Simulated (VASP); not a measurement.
# SnGe2 (P-4m2) in VASP: relaxation of cell and atoms with PBE

Aim: the relaxation of cell and atoms of SnGe2 with PBE.

All numbers are computed with VASP 6.6.1; they aren't measurements. Logs are shortened: lines on timing, memory, paths and dates and some standing lists are left out, and cuts for length are marked.

## 1. The cell of the first run

It takes space group P-4m2 (No. 115, tetragonal). Conventional cell: a = 3.803 Å, b = 3.803 Å, c = 5.069 Å, α = 90.00°, β = 90.00°, γ = 90.00°. Within 3.9 Å of Sn (site symmetry -4m2) lie 8 Ge at 2.95 to 3.40 Å and 4 Sn at 3.80 Å. Within 3.6 Å of Ge (site symmetry 2mm) lie 4 Ge at 2.75 Å and 4 Sn at 2.95 to 3.40 Å.

## 2. Relaxation of cell and atoms, PBE

INCAR

```
PREC = Accurate ; ENCUT = 600
EDIFF = 1E-6 ; ISMEAR = 0
SIGMA = 0.1 ; LREAL = F
LASPH = T ; NELM = 100
ALGO = Normal ; ISIF = 3
LWAVE = F ; LCHARG = F
GGA = PE ; IBRION = 2
NSW = 100 ; EDIFFG = -0.01
```

KPOINTS

```
Automatic mesh
0
Gamma
  12 12 10
```

POSCAR

```
SnGe2
1.0
    3.8033986280      0.0000000000      0.0000000000
    0.0000000000      3.8033986280      0.0000000000
    0.0000000000      0.0000000000      5.0686543281
Sn Ge
1 2
Direct
    0.0000000000      0.0000000000      0.0000000000
    0.5000000000      0.0000000000      0.4441510729
    0.0000000000      0.5000000000      0.5558489271
```

Potentials or basis: VASP PAW PBE potentials, release 64 (Sn_d, Ge_d).

Run with:

```
$ cat potpaw_PBE.64/Sn_d/POTCAR potpaw_PBE.64/Ge_d/POTCAR > POTCAR
$ mpirun -np 1 vasp_std > vasp.out
```

OUTCAR:

```text
PREC = Accurate
   ENCUT = 600
   EDIFF = 1E-6
   ISMEAR = 0
   LREAL = F
   LASPH = T
   NELM = 100
   ISIF = 3
   GGA = PE
   IBRION = 2
   NSW = 100
   EDIFFG = -0.01

 ion  position               nearest neighbor table
   1  0.000  0.000  0.000-   2 2.95   3 2.95   3 2.95   2 2.95
   2  0.500  0.000  0.444-   3 2.75   3 2.75   3 2.75   3 2.75   1 2.95   1 2.95
   3  0.000  0.500  0.556-   2 2.75   2 2.75   2 2.75   2 2.75   1 2.95   1 2.95

  LATTYP: Found a simple tetragonal cell.
 ALAT       =     3.8033986280
 C/A-ratio  =     1.3326644993

  Lattice vectors:

 A1 = (   3.8033986280,   0.0000000000,   0.0000000000)
 A2 = (   0.0000000000,   3.8033986280,   0.0000000000)
 A3 = (   0.0000000000,   0.0000000000,   5.0686543281)

Analysis of symmetry for initial positions (statically):
=====================================================================
 Subroutine PRICEL returns:
 Original cell was already a primitive cell.

 Routine SETGRP: Setting up the symmetry group for a
 simple tetragonal supercell.

 Subroutine GETGRP returns: Found  8 space group operations
 (whereof  8 operations were pure point group operations)
 out of a pool of 16 trial point group operations.

The static configuration has the point symmetry D_2d.

Analysis of symmetry for dynamics (positions and initial velocities):
=====================================================================
 Subroutine PRICEL returns:
 Original cell was already a primitive cell.

 Routine SETGRP: Setting up the symmetry group for a
 simple tetragonal supercell.

 Subroutine GETGRP returns: Found  8 space group operations
 (whereof  8 operations were pure point group operations)
 out of a pool of 16 trial point group operations.

The dynamic configuration has the point symmetry D_2d.

 Subroutine INISYM returns: Found  8 space group operations
 (whereof  8 operations are pure point group operations),
 and found     1 'primitive' translations

----------------------------------------------------------------------------------------

                                     Primitive cell

  volume of cell :      73.3223

  direct lattice vectors                    reciprocal lattice vectors
     3.803398628  0.000000000  0.000000000     0.262922743  0.000000000  0.000000000
[... 109 lines left out ...]
  volume/ion in A,a.u.               =      24.44       164.93
  Fermi-wavevector in a.u.,A,eV,Ry     =   1.359604  2.569279 25.150687  1.848523
  Thomas-Fermi vector in A             =   2.486338
   LORBIT       =      0    0 simple, 1 ext, 2 COOP (PROOUT), +10 PAW based schemes
   GGA     = PE    functional components
   LHFCALC =     F    Hartree Fock is set to
   AEXX    =    0.0000 exact exchange contribution
   IVDW    =     0    specifies the selected vdW correction
   LEPSILON=     F    determine dielectric tensor
   LRPA    =     F    only Hartree local field effects (RPA)
 conjugate gradient relaxation of ions
 non-spin polarized calculation
 Gauss-broadening in eV      SIGMA  =   0.10
  energy-cutoff  :      600.00
  volume of cell :       73.32
 maximum number of plane-waves:      2468
   NGX = 15   NGY = 15   NGZ = 21

--------------------------------------- Ionic step        1  -------------------------------------------

 number of electron      42.0000001 magnetization

 Free energy of the ion-electron system (eV)
  ---------------------------------------------------
  ext. energy  EPLUGINS =         0.00000000
  ---------------------------------------------------
  free energy    TOTEN  =       -12.15721766 eV

  energy without entropy =      -12.14794977  energy(sigma->0) =      -12.15258372

------------------------ aborting loop because EDIFF is reached ----------------------------------------

  FORCE on cell =-STRESS in cart. coord.  units (eV):
  Direction    XX          YY          ZZ          XY          YZ          ZX
  --------------------------------------------------------------------------------------
  -------------------------------------------------------------------------------------
  Total        0.1226131      0.1226131     -0.3040290      0.0000000      0.0000000      0.0000000
  in kB        2.6792371      2.6792371     -6.6433819      0.0000000      0.0000000      0.0000000
  external PRESSURE =      -0.4283026 kB  Pullay stress =       0.0000000 kB
[... 92 lines left out ...]
  FREE ENERGIE OF THE ION-ELECTRON SYSTEM (eV)
  ---------------------------------------------------
  free  energy   TOTEN  =       -12.1656523054 eV

  energy  without entropy=      -12.1588275339  energy(sigma->0) =      -12.16223992

[... ionic steps 4 to 7 ...]

--------------------------------------- Ionic step        8  -------------------------------------------

 number of electron      42.0000024 magnetization

------------------------ aborting loop because EDIFF is reached ----------------------------------------
[... 69 lines left out ...]
--------------------------------------- Ionic step       10  -------------------------------------------

 number of electron      42.0000026 magnetization

 Free energy of the ion-electron system (eV)
  ---------------------------------------------------
  ext. energy  EPLUGINS =         0.00000000
  ---------------------------------------------------
  free energy    TOTEN  =       -12.16940975 eV

  energy without entropy =      -12.16334563  energy(sigma->0) =      -12.16637769

 E-fermi :   5.9237     XC(G=0): -10.1575

 val. band max:        5.9162969538   @ k =   0.2500   0.0833   0.3000
 cond. band min:       5.9532992731   @ k =   0.4167   0.1667   0.0000
 fundamental gap:      0.0370023193
 Fermi energy:         5.9237181252

 k-point     1 :       0.0000    0.0000    0.0000
  band No.  band energies     occupation
      1     -18.7379      2.00000
      2     -18.6785      2.00000
      3     -18.6615      2.00000
      4     -18.6397      2.00000
      5     -18.6397      2.00000
      6     -18.6012      2.00000
[... 661 lines left out ...]
     24       7.4167      0.00000
     25       8.2573      0.00000

 [... further k-points ...]

------------------------ aborting loop because EDIFF is reached ----------------------------------------

  FORCE on cell =-STRESS in cart. coord.  units (eV):
  Direction    XX          YY          ZZ          XY          YZ          ZX
  --------------------------------------------------------------------------------------
  -------------------------------------------------------------------------------------
  Total       -0.0188760     -0.0188760     -0.0091378      0.0000000      0.0000000     -0.0000000
  in kB       -0.4131655     -0.4131655     -0.2000120      0.0000000      0.0000000     -0.0000000
  external PRESSURE =      -0.3421144 kB  Pullay stress =       0.0000000 kB
[... 18 lines left out ...]
  FREE ENERGIE OF THE ION-ELECTRON SYSTEM (eV)
  ---------------------------------------------------
  free  energy   TOTEN  =       -12.1694097480 eV

  energy  without entropy=      -12.1633456341  energy(sigma->0) =      -12.16637769

 reached required accuracy - stopping structural energy minimisation
```

OSZICAR:

```text
N       E                     dE             d eps       ncg     rms          rms(c)
DAV:   1     0.339267969682E+03    0.33927E+03   -0.23987E+04  8754   0.437E+03
DAV:   2     0.404546620569E+02   -0.29881E+03   -0.29594E+03  8424   0.716E+02
DAV:   3    -0.995183402913E+01   -0.50406E+02   -0.49898E+02  9757   0.209E+02
DAV:   4    -0.122411359454E+02   -0.22893E+01   -0.22774E+01  9641   0.515E+01
[... 78 lines left out ...]
DAV:   1    -0.121692898106E+02   -0.10797E-03   -0.36041E-01  9968   0.426E+00    0.116E-01
DAV:   2    -0.121695381355E+02   -0.24832E-03   -0.54522E-03 10785   0.793E-01    0.718E-02
DAV:   3    -0.121694051196E+02    0.13302E-03   -0.37422E-04 13378   0.249E-01    0.100E-02
DAV:   4    -0.121694094642E+02   -0.43446E-05   -0.70173E-05  8991   0.100E-01    0.597E-03
DAV:   5    -0.121694097480E+02   -0.28381E-06   -0.31449E-06  8096   0.197E-02
  10 F= -.12169410E+02 E0= -.12166378E+02  d E =-.535112E-03
```

Wall time 13 min (1 thread of Oxide Virtual Turin-like, shared host); peak memory 0.42 GiB.

What came out:

| Property | Result |
| --- | --- |
| Free energy | -12.1694 eV |
| Relaxed volume | 24.40 Å³/atom |
| Relaxed cell | a = 3.868 Å, b = 3.868 Å, c = 4.893 Å, α = 90.00°, β = 90.00°, γ = 90.00° |
| Space group after relaxing (to 0.1 Å) | P-4m2 (No. 115) |
| Energy gained by relaxing | 4.1 meV/atom |
| Ionic steps | 10 |
| Pressure after relaxing | 0.0 GPa |
| Largest force after relaxing | 0.008 eV/Å |
| Band gap on the k mesh | zero (bands 21 and 22 overlap by 4.21 eV) |

Forces on the atoms (eV/Å):
```
Sn   0.000  0.000  0.000
Ge   0.000  0.000  0.008
Ge   0.000  0.000 -0.008
```

The path:
| step | energy change (eV) | largest force (eV/Å) | pressure (GPa) | volume (Å³) |
| --- | --- | --- | --- | --- |
| 1 | 0.0000 | 0.0540 | -0.04 | 73.32 |
| 2 | -0.0023 | 0.0535 | -0.05 | 73.25 |
| 3 | -0.0084 | 0.0479 | 0.10 | 73.03 |
| 4 | -0.0091 | 0.0459 | 0.48 | 72.51 |
| 5 | -0.0111 | 0.0456 | 0.35 | 72.76 |
| 6 | -0.0104 | 0.0231 | -0.55 | 73.90 |
| 7 | -0.0117 | 0.0372 | -0.02 | 73.23 |
| 8 | -0.0117 | 0.0352 | -0.05 | 73.24 |
| 9 | -0.0120 | 0.0240 | -0.04 | 73.22 |
| 10 | -0.0122 | 0.0078 | -0.03 | 73.20 |

Final structure:
```cif
data_structure
_symmetry_space_group_name_H-M 'P 1'
_symmetry_Int_Tables_number 1
_cell_length_a 3.8678
_cell_length_b 3.8678
_cell_length_c 4.8928
_cell_angle_alpha 90.000
_cell_angle_beta 90.000
_cell_angle_gamma 90.000
_cell_volume 73.20
loop_
_atom_site_label
_atom_site_type_symbol
_atom_site_fract_x
_atom_site_fract_y
_atom_site_fract_z
_atom_site_occupancy
Sn1 Sn 0.00000 0.00000 0.00000 1
Ge1 Ge 0.50000 0.00000 0.45083 1
Ge2 Ge 0.00000 0.50000 0.54917 1
```

Caveat: spin-orbit coupling is left out, which moves the levels of the heavy elements.

The gap in the log of VASP goes by the Fermi energy; the results here count the filled bands.